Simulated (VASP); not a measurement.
Write the native input for VASP 6.6.1 that does the following.

* Task: relaxation of cell and atoms
* Functional: PBE
* Potentials or basis: VASP PAW PBE potentials, release 64 (Li_sv, Os)
* Cutoff: 600 eV
* k mesh: 21 × 21 × 6
* Occupations: gaussian, width 0.1 eV
* Spin: no spin polarisation
* Dipole correction: no
* Further INCAR settings: ALGO = Normal; EDIFF = 1e-06; IBRION = 2; EDIFFG = -0.01; NSW = 100; ISIF = 3

The structure of Li3Os lies in POSCAR:

```
Li3Os
1.0
    2.6817408401      0.0000000000      0.0000000000
   -1.3408704200      2.3224556939      0.0000000000
    0.0000000000      0.0000000000      9.6939048799
Li Os
3 1
Direct
    0.6666666667      0.3333333333      0.7300129300
    0.0000000000      0.0000000000      0.0000000000
    0.3333333333      0.6666666667      0.2699870700
    0.0000000000      0.0000000000      0.5000000000
```

These files were run (other wordings do the same):

INCAR

```
SYSTEM = Li3Os
PREC = Accurate
ENCUT = 600
EDIFF = 1E-6
ISMEAR = 0
SIGMA = 0.1
LREAL = .FALSE.
LASPH = .TRUE.
NELM = 100
ALGO = Normal
ISIF = 3
LWAVE = .FALSE.
LCHARG = .FALSE.
GGA = PE
IBRION = 2
NSW = 100
EDIFFG = -0.01
```

KPOINTS

```
regular mesh
0
G
  21 21 6
  0 0 0
```

Potentials or basis: VASP PAW PBE potentials, release 64 (Li_sv, Os).

Launch:

```bash
$ cat potpaw_PBE.64/Li_sv/POTCAR potpaw_PBE.64/Os/POTCAR > POTCAR
$ mpirun -np 1 vasp_std > vasp.out
```

Results of the run:

```
Relaxed volume                         : 15.07 Å³/atom
Relaxed cell                           : a = 2.681 Å, b = 2.681 Å, c = 9.682 Å, α = 90.00°, β = 90.00°, γ = 120.00°
Space group after relaxing (to 0.05 Å) : P-3m1 (No. 164)
Energy gained by relaxing              : 0.3 meV/atom
Ionic steps                            : 8
Pressure after relaxing                : 0.1 GPa
Largest force after relaxing           : 0.005 eV/Å
```

Caveat: the cutoff is under 1.25 times the usual one of these potentials, so pressure, stress and relaxed cells hold a basis-set (Pulay) error.

It took 6.7 min on 1 thread of Intel(R) Xeon(R) 6975P-C (Granite Rapids) (shared host), peak memory 0.4 GiB.
